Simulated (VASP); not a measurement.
# Ga3Se (Pm-3m) in VASP: notebook, part 2 of 2

VASP 6.6.1. The steps go on from the part before.

### Step 3. Single point, PBE

This run uses another cell than the first one, of 19.45 Å³/atom.

Contents of INCAR:

```
SYSTEM = Ga3Se
ALGO = Normal
EDIFF = 1E-6
ENCUT = 520
GGA = PE
ISIF = 2
ISMEAR = -1
LASPH = .True.
LCHARG = .False.
LREAL = .False.
LWAVE = .False.
NBANDS = 30
NELM = 100
PREC = Accurate
SIGMA = 0.05
```

Contents of KPOINTS:

```
k-points
0
Gamma
  6 6 6
  0 0 0
```

Contents of POSCAR:

```
Ga3Se
1.0
    4.2691439865      0.0000000000      0.0000000000
    0.0000000000      4.2691439865      0.0000000000
    0.0000000000      0.0000000000      4.2691439865
Se Ga
1 3
Direct
    0.0000000000      0.0000000000      0.0000000000
    0.5000000000      0.5000000000      0.0000000000
    0.5000000000      0.0000000000      0.5000000000
    0.0000000000      0.5000000000      0.5000000000
```

Potentials or basis: VASP PAW PBE potentials, release 64 (Se, Ga_d).

On the command line:

```sh
$ cat potpaw_PBE.64/Se/POTCAR potpaw_PBE.64/Ga_d/POTCAR > POTCAR
$ mpirun -np 1 vasp_std > vasp.out
```

OUTCAR:

```text
SYSTEM = Ga3Se
   EDIFF = 1E-6
   ENCUT = 520
   GGA = PE
   ISIF = 2
   ISMEAR = -1
   LASPH = .True.
   LREAL = .False.
   NELM = 100
   PREC = Accurate

 ion  position               nearest neighbor table
   1  0.000  0.000  0.000-
   2  0.500  0.500  0.000-
   3  0.500  0.000  0.500-
   4  0.000  0.500  0.500-

  LATTYP: Found a simple cubic cell.
 ALAT       =     4.2691439865

  Lattice vectors:

 A1 = (   4.2691439865,   0.0000000000,   0.0000000000)
 A2 = (   0.0000000000,   4.2691439865,   0.0000000000)
 A3 = (   0.0000000000,   0.0000000000,   4.2691439865)

Analysis of symmetry for initial positions (statically):
=====================================================================
 Subroutine PRICEL returns:
 Original cell was already a primitive cell.

 Routine SETGRP: Setting up the symmetry group for a
 simple cubic supercell.

 Subroutine GETGRP returns: Found 48 space group operations
 (whereof 48 operations were pure point group operations)
 out of a pool of 48 trial point group operations.

The static configuration has the point symmetry O_h .
[... 157 lines left out ...]

  energy without entropy =      -12.29693708  energy(sigma->0) =      -12.30266589

 E-fermi :   5.6942     XC(G=0): -10.8111

 val. band max:        5.6377912685   @ k =   0.3333   0.1667   0.1667
 cond. band min:       5.7432111664   @ k =   0.1667   0.1667   0.0000
 fundamental gap:      0.1054198979
 Fermi energy:         5.6942214966

 k-point     1 :       0.0000    0.0000    0.0000
  band No.  band energies     occupation
      1      -9.4793      2.00000
      2      -9.4065      2.00000
      3      -9.4065      2.00000
      4      -9.4065      2.00000
      5      -9.3401      2.00000
      6      -9.3401      2.00000
[... 649 lines left out ...]
     29      15.1133      0.00000
     30      15.1205      0.00000

------------------------ aborting loop because EDIFF is reached ----------------------------------------

  FORCE on cell =-STRESS in cart. coord.  units (eV):
  Direction    XX          YY          ZZ          XY          YZ          ZX
  --------------------------------------------------------------------------------------
  -------------------------------------------------------------------------------------
  Total        2.5191803      2.5191803      2.5191803     -0.0000000     -0.0000000      0.0000000
  in kB       51.8737244     51.8737244     51.8737244     -0.0000000     -0.0000000      0.0000000
  external PRESSURE =      51.8737244 kB  Pullay stress =       0.0000000 kB

 VOLUME and BASIS-vectors are now :
 -----------------------------------------------------------------------------
  energy-cutoff  :      520.00
  volume of cell :       77.81
      direct lattice vectors                 reciprocal lattice vectors
     4.269143986  0.000000000  0.000000000     0.234238996  0.000000000  0.000000000
     0.000000000  4.269143986  0.000000000     0.000000000  0.234238996  0.000000000
     0.000000000  0.000000000  4.269143986     0.000000000  0.000000000  0.234238996

 POSITION                                       TOTAL-FORCE (eV/Angst)
 -----------------------------------------------------------------------------------
      0.00000      0.00000      0.00000         0.000000      0.000000      0.000000
      2.13457      2.13457      0.00000         0.000000      0.000000      0.000000
      2.13457      0.00000      2.13457         0.000000      0.000000      0.000000
      0.00000      2.13457      2.13457         0.000000      0.000000      0.000000
 -----------------------------------------------------------------------------------
    total drift:                                0.000000     -0.000000     -0.000000

  FREE ENERGIE OF THE ION-ELECTRON SYSTEM (eV)
  ---------------------------------------------------
  free  energy   TOTEN  =       -12.3083947135 eV

  energy  without entropy=      -12.2969370763  energy(sigma->0) =      -12.30266589
```

stdout:

```text
POSCAR found type information on POSCAR SeGa
 POSCAR found :  2 types and       4 ions
 scaLAPACK will be used
 LDA part: xc-table for (Slater+PW92), standard interpolation
 POSCAR, INCAR and KPOINTS ok, starting setup
 FFT: planning ... GRIDC
 FFT: planning ... GRID_SOFT
 FFT: planning ... GRID
 WAVECAR not read
 entering main loop
```

Run time: 15 s. Hardware: 1 thread of Intel Xeon 6975P-C (Granite Rapids), shared host; peak memory 0.19 GiB.

What came out:

```
Free energy            : -12.3084 eV
Pressure               : 5.2 GPa
Band gap on the k mesh : zero (an odd number of electrons rules out a gap without spin polarisation)
```

Levels at points of the mesh, in eV from the Fermi level:
```
           k point  band 19  band 20  band 21  band 22  band 23  band 24  band 25  band 26  band 27  band 28
(0.00, 0.00, 0.00)    -4.25    -4.25    -2.70    -2.70     1.74     1.74     1.74     4.69     4.69     4.69
(0.50, 0.00, 0.00)    -3.18    -3.18    -1.78    -1.16    -0.48    -0.48     0.95     4.54     4.54     4.56
(0.50, 0.50, 0.00)    -6.84    -2.44    -0.91    -0.51    -0.51     1.57     1.57     1.63     1.90     5.84
(0.50, 0.50, 0.50)    -5.55    -5.21    -5.21    -5.21    -3.98     4.48     4.48     4.48     9.42     9.42
```

Caveat: the cell stands under pressure.

### Step 4. Single point, PBE

This run uses another cell than the first one, of 20.52 Å³/atom.

Contents of INCAR:

```
PREC     = Accurate       # precision mode
ENCUT    = 520            # plane-wave cutoff, eV
EDIFF    = 1E-6           # SCF threshold, eV
ISMEAR   = -1             # smearing method
SIGMA    = 0.05           # smearing width, eV
LREAL    = False          # projectors in reciprocal space
LASPH    = True           # aspherical terms in the spheres
NELM     = 100            # most SCF steps
ALGO     = Normal         # electronic algorithm
ISIF     = 2              # what is computed and relaxed
LWAVE    = False          # write WAVECAR
LCHARG   = False          # write CHGCAR
GGA      = PE             # functional
NBANDS   = 30             # bands
```

Contents of KPOINTS:

```
regular mesh
0
Gamma
  6 6 6
```

Contents of POSCAR:

```
Ga3Se
1.0
    4.3455720180      0.0000000000      0.0000000000
    0.0000000000      4.3455720180      0.0000000000
    0.0000000000      0.0000000000      4.3455720180
Se Ga
1 3
Direct
    0.0000000000      0.0000000000      0.0000000000
    0.5000000000      0.5000000000      0.0000000000
    0.5000000000      0.0000000000      0.5000000000
    0.0000000000      0.5000000000      0.5000000000
```

On the command line:

```sh
$ cat potpaw_PBE.64/Se/POTCAR potpaw_PBE.64/Ga_d/POTCAR > POTCAR
$ mpirun -np 1 vasp_std > vasp.out
```

Wall time 15 s (1 thread of Intel Xeon 6975P-C (Granite Rapids), shared host); peak memory 0.19 GiB.

It converged, with:

```
Free energy            : -12.4016 eV
Pressure               : 2.2 GPa
Band gap on the k mesh : zero (an odd number of electrons rules out a gap without spin polarisation)
```

Levels at points of the mesh, in eV from the Fermi level:
```tsv
k point	band 21	band 22	band 23	band 24	band 25	band 26
(0.00, 0.00, 0.00)	-2.75	-2.75	1.68	1.68	1.68	4.57
(0.50, 0.00, 0.00)	-1.96	-1.09	-0.36	-0.36	1.08	4.29
(0.50, 0.50, 0.00)	-0.84	-0.60	-0.60	1.51	1.63	1.63
(0.50, 0.50, 0.50)	-5.13	-5.13	-3.73	4.24	4.24	4.24
```

### Step 5. Overview

| cell | gap on the mesh (eV) | pressure (GPa) |
| --- | --- | --- |
| a = 4.172 Å, 4 atoms | none | 10.2 |
| a = 4.269 Å, 4 atoms | none | 5.2 |
| a = 4.346 Å, 4 atoms | none | 2.2 |

Alike in all rows: task single point; level PBE; potentials or basis VASP PAW PBE potentials, release 64 (Se, Ga_d); no spin polarisation; k mesh 6 × 6 × 6; cutoff (eV) 520; smearing fermi-dirac 0.05 eV.

Caveats: the cell stands under pressure (at least some runs).

Total energies depend on the potentials used, so only differences within one code and one set of settings carry meaning.

The gap in the log of VASP goes by the Fermi energy; the results here count the filled bands.